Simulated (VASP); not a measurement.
A run of VASP 6.6.1 is set up as follows.

File INCAR:

```
SYSTEM = AgCl
  ALGO = Normal
  EDIFF = 1E-6
  ENCUT = 520
  GGA = PE
  ISIF = 2
  ISMEAR = -1
  LASPH = .True.
  LCHARG = .True.
  LELF = .True.
  LREAL = .False.
  LVHAR = .True.
  LWAVE = .False.
  NBANDS = 16
  NELM = 100
  PREC = Accurate
  SIGMA = 0.02
```

KPOINTS

```
k-points
0
Gamma
  8 8 8
  0 0 0
```

File POSCAR:

```
AgCl
1.0
    3.3955880419      0.0614601436      0.0000000000
    0.0614601436      3.3955880419      0.0000000000
    0.0000000000      0.0000000000      3.3955880419
Ag Cl
1 1
Direct
    0.0000000000      0.0000000000      0.0000000000
    0.5000000000      0.5000000000      0.5000000000
```

Potentials or basis: VASP PAW PBE potentials, release 64 (Ag, Cl).

The run is started by

```bash
$ cat potpaw_PBE.64/Ag/POTCAR potpaw_PBE.64/Cl/POTCAR > POTCAR
$ mpirun -np 1 vasp_std > vasp.out
```

Q: What does it give for the pressure?

A: 1.5 GPa.

Q: What does it give for the band gap on the k mesh?

A: 0.47 eV (least direct gap 2.12 eV).

Stress tensor (GPa, compression positive):
```
1.51 0.39 0.00
0.39 1.51 0.00
0.00 0.00 1.51
```

Caveat: the cell differs from its parent crystal (shear xy strain +3.6%). A k mesh can miss the band edges.
